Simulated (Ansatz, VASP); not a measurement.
**One calculation of InP, two programs**

```xyz
2
Lattice="0.0000 2.4824 2.4824 2.4824 0.0000 2.4824 2.4824 2.4824 0.0000" Properties=species:S:1:pos:R:3 pbc="T T T"
In    0.0000    0.0000    0.0000
P     2.4824    2.4824    2.4824
```

Change from the starting cell: volume scaled by 0.72, PAW files.

Alike in both runs: task single point; functional PBE; k mesh 13 × 13 × 13; occupations fermi-dirac, width 0.05 eV; no spin polarisation.

|  | VASP | Ansatz |
| --- | --- | --- |
| version | VASP 6.6.1 | Ansatz 0.2.0 |
| potentials or method | VASP PAW PBE potentials, release 64 (In_d, P) | PAW with Ansatz's default frozen-core files, scalar-relativistic |
| plane-wave cutoff (eV) | 520 | 420 |
| valence electrons in the cell | 18 | 18 |

|  | VASP | Ansatz | Ansatz less VASP |
| --- | --- | --- | --- |
| pressure (GPa) | 52.6 | 52.7 | +0.12 |

Both programs put the cell under a high pressure, so it lies far from rest at this level. The functional is the same, so the differences come from potentials, cutoffs and numerics.
